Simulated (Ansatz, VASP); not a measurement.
## MgSnN: VASP beside Ansatz

INCAR

```
SYSTEM = MgSnN
ALGO = Normal ; EDIFF = 1E-6
ENCUT = 520 ; GGA = PE
ISIF = 2 ; ISMEAR = 0
LASPH = .TRUE. ; LCHARG = .FALSE.
LREAL = .FALSE. ; LWAVE = .FALSE.
NBANDS = 30 ; NELM = 80
PREC = Accurate ; SIGMA = 0.2
```

KPOINTS

```
k-points
0
G
  8 4 4
  0 0 0
```

The input POSCAR:

```
MgSnN
1.0
   -3.1184545759      0.0000000000      0.0000000000
    0.0000000000      0.0000000000     -4.7923657869
    0.0000000000     -6.2369091517      0.0000000000
Mg Sn N
2 2 2
Direct
    0.0000000000      0.0000000000      0.5000000000
    0.0000000000      0.0000000000      0.0000000000
    0.5000000000      0.5000000000      0.7500000000
    0.5000000000      0.5000000000      0.2500000000
    0.5000000000      0.0000000000      0.7500000000
    0.5000000000      0.0000000000      0.2500000000
```

Input for Ansatz:

```yaml
crystal:
  lattice:
    - [-3.1184545759, 0.0, 0.0]
    - [0.0, 0.0, -4.7923657869]
    - [0.0, -6.2369091517, 0.0]
  atoms:
    - { symbol: Mg, position: [0.0, 0.0, 0.5] }
    - { symbol: Mg, position: [0.0, 0.0, 0.0] }
    - { symbol: Sn, position: [0.5, 0.5, 0.75] }
    - { symbol: Sn, position: [0.5, 0.5, 0.25] }
    - { symbol: "N", position: [0.5, 0.0, 0.75] }
    - { symbol: "N", position: [0.5, 0.0, 0.25] }
basis:
  ecutwfc: 420
kpoints:
  mp_grid: { grid: [8, 4, 4] }
hamiltonian:
  xc: pbe
scf:
  occupations: { method: gaussian, width: 0.2 }
  lower_state_search: "off"
output:
  forces: true
  stress: true
  eigenvalues: true
```

Alike in both runs: task single point; functional PBE; k mesh 8 × 4 × 4; occupations gaussian, width 0.2 eV; no spin polarisation.

|  | VASP | Ansatz |
| --- | --- | --- |
| version | VASP 6.6.1 | Ansatz 0.2.0 |
| potentials or method | VASP PAW PBE potentials, release 64 (Mg, Sn_d, N), cutoff 520 eV | scalar-relativistic, plane waves, PAW |
| valence electrons in the cell | 42 | 58 |

Ansatz gave:

* gap on the k mesh at the Fermi level (eV): none
* pressure (GPa): -0.2
* traceless stress, the component that is largest in VASP (GPa): 0.36

Problem. Which values does VASP return?

Solution. gap on the k mesh at the Fermi level (eV): none; pressure (GPa): -0.4; traceless stress, the component that is largest in VASP (GPa): 0.55.

A gap of «none» marks a metal or a gap that the smearing closes. VASP's potentials hold 42 valence electrons a cell and Ansatz's 58, so a difference there can come from the potentials and not from the codes.
